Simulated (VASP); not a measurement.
Write the native input for VASP 6.6.1 that does the following.

```yaml
Task: single point
Functional: PBE
Potentials_or_basis: VASP PAW PBE potentials, release 64 (Si, C)
Cutoff: 520 eV
k_mesh: 2 × 2 × 2
Occupations: gaussian, width 0.05 eV
Spin: no spin polarisation
Dipole_correction: no
Further_INCAR_settings: LREAL = Auto; ALGO = Normal; EDIFF = 1e-07; NBANDS = 126
```

The structure of SiC lies in POSCAR:

```
SiC
1.0
   -6.1556000000      0.0000000000      0.0000000000
   -3.0778000000     -5.3350000000      0.0000000000
   -3.0778000000      0.0000000000     15.1219000000
Si C
24 24
Direct
    0.9873500000      0.1673000000      0.8580000000
    0.4873500000      0.1673000000      0.8580000000
    0.9873500000      0.6673000000      0.8580000000
    0.4873500000      0.6673000000      0.8580000000
    0.9046500000      0.8327000000      0.3580000000
    0.4046500000      0.8327000000      0.3580000000
    0.9046500000      0.3327000000      0.3580000000
    0.4046500000      0.3327000000      0.3580000000
    0.9876000000      0.5007000000      0.5241000000
    0.4876000000      0.5007000000      0.5241000000
    0.9876000000      0.0007000000      0.5241000000
    0.4876000000      0.0007000000      0.5241000000
    0.7383000000      0.4993000000      0.0241000000
    0.2383000000      0.4993000000      0.0241000000
    0.7383000000      0.9993000000      0.0241000000
    0.2383000000      0.9993000000      0.0241000000
    0.7365300000      0.8357000000      0.6912400000
    0.2365300000      0.8357000000      0.6912400000
    0.7365300000      0.3357000000      0.6912400000
    0.2365300000      0.3357000000      0.6912400000
    0.8222300000      0.1643000000      0.1912400000
    0.3222300000      0.1643000000      0.1912400000
    0.8222300000      0.6643000000      0.1912400000
    0.3222300000      0.6643000000      0.1912400000
    0.9268500000      0.4960000000      0.6503000000
    0.4268500000      0.4960000000      0.6503000000
    0.9268500000      0.9960000000      0.6503000000
    0.4268500000      0.9960000000      0.6503000000
    0.6728500000      0.5040000000      0.1503000000
    0.1728500000      0.5040000000      0.1503000000
    0.6728500000      0.0040000000      0.1503000000
    0.1728500000      0.0040000000      0.1503000000
    0.9291500000      0.1600000000      0.9817000000
    0.4291500000      0.1600000000      0.9817000000
    0.9291500000      0.6600000000      0.9817000000
    0.4291500000      0.6600000000      0.9817000000
    0.8391500000      0.8400000000      0.4817000000
    0.3391500000      0.8400000000      0.4817000000
    0.8391500000      0.3400000000      0.4817000000
    0.3391500000      0.3400000000      0.4817000000
    0.6771000000      0.8290000000      0.8168000000
    0.1771000000      0.8290000000      0.8168000000
    0.6771000000      0.3290000000      0.8168000000
    0.1771000000      0.3290000000      0.8168000000
    0.7561000000      0.1710000000      0.3168000000
    0.2561000000      0.1710000000      0.3168000000
    0.7561000000      0.6710000000      0.3168000000
    0.2561000000      0.6710000000      0.3168000000
```

One way to write it, as run:

INCAR

```
SYSTEM = SiC
PREC = Accurate ; ENCUT = 520
EDIFF = 1E-7 ; ISMEAR = 0
SIGMA = 0.05 ; LREAL = Auto
LASPH = .TRUE. ; NELM = 80
ALGO = Normal ; ISIF = 2
LWAVE = .FALSE. ; LCHARG = .FALSE.
GGA = PE ; NBANDS = 126
```

KPOINTS

```
regular mesh
0
G
  2 2 2
  0 0 0
```

Potentials or basis: VASP PAW PBE potentials, release 64 (Si, C).

Launch:

```sh
$ cat potpaw_PBE.64/Si/POTCAR potpaw_PBE.64/C/POTCAR > POTCAR
$ mpirun -np 1 vasp_std > vasp.out
```

It gave:

- Pressure: 3.5 GPa
- Largest force: 0.747 eV/Å
- Band gap on the k mesh: 1.86 eV

Caveat: the k points lie up to 0.60 Å⁻¹ apart.

It took 13 min on 1 thread of Intel Xeon 6975P-C, on a shared host, peak memory 0.66 GiB.
